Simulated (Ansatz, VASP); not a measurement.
BiTe: VASP beside Ansatz

Contents of INCAR:

```
SYSTEM = BiTe
ALGO = Normal
EDIFF = 1E-6
ENCUT = 520
GGA = PE
ISIF = 2
ISMEAR = 0
LASPH = .TRUE.
LCHARG = .TRUE.
LELF = .TRUE.
LREAL = .FALSE.
LVHAR = .TRUE.
LWAVE = .FALSE.
NBANDS = 18
NELM = 100
PREC = Accurate
SIGMA = 0.15
```

The input KPOINTS:

```
k-points
0
G
  12 12 12
  0 0 0
```

POSCAR

```
BiTe
1.0
    2.4953890060      1.4407135143      3.2177731959
   -2.4953890060      1.4407135143      3.2177731959
    0.0000000000     -2.8814270287      3.2177731959
Bi Te
1 1
Direct
    0.5000000000      0.5000000000      0.5000000000
    0.0000000000      0.0000000000      0.0000000000
```

Input for Ansatz:

```yaml
crystal:
  lattice:
    - [2.495389006, 1.4407135143, 3.2177731959]
    - [-2.495389006, 1.4407135143, 3.2177731959]
    - [0.0, -2.8814270287, 3.2177731959]
  atoms:
    - { symbol: Bi, position: [0.5, 0.5, 0.5] }
    - { symbol: Te, position: [0.0, 0.0, 0.0] }
basis:
  ecutwfc: 420
kpoints:
  mp_grid: { grid: [12, 12, 12] }
hamiltonian:
  xc: pbe
scf:
  occupations: { method: gaussian, width: 0.15 }
output:
  forces: true
  stress: true
  eigenvalues: true
```

Change from the starting cell: strain +0.030 along x and y, -0.030 along z, atoms carried along.

Alike in both runs: task single point; functional PBE; k mesh 12 × 12 × 12; occupations gaussian, width 0.15 eV; no spin polarisation.

```csv
,VASP,Ansatz
version,VASP 6.6.1,Ansatz 0.2.0
potentials or method,"VASP PAW PBE potentials, release 64 (Bi_d, Te), cutoff 520 eV","scalar-relativistic, plane waves, PAW"
valence electrons in the cell,21,31
```

```csv
,VASP,Ansatz,Ansatz less VASP
gap on the k mesh at the Fermi level (eV),none,none,-
pressure (GPa),-1.9,-1.9,+0.06
"traceless stress, the component that is largest in VASP (GPa)",1.20,1.20,-0.001
```

A gap of «none» marks a metal or a gap that the smearing closes. With one functional, cell and mesh, what is left measures potentials, basis and numerics. VASP's potentials hold 21 valence electrons a cell and Ansatz's 31, so a difference there can come from the potentials and not from the codes.

Spin-orbit coupling is off throughout.
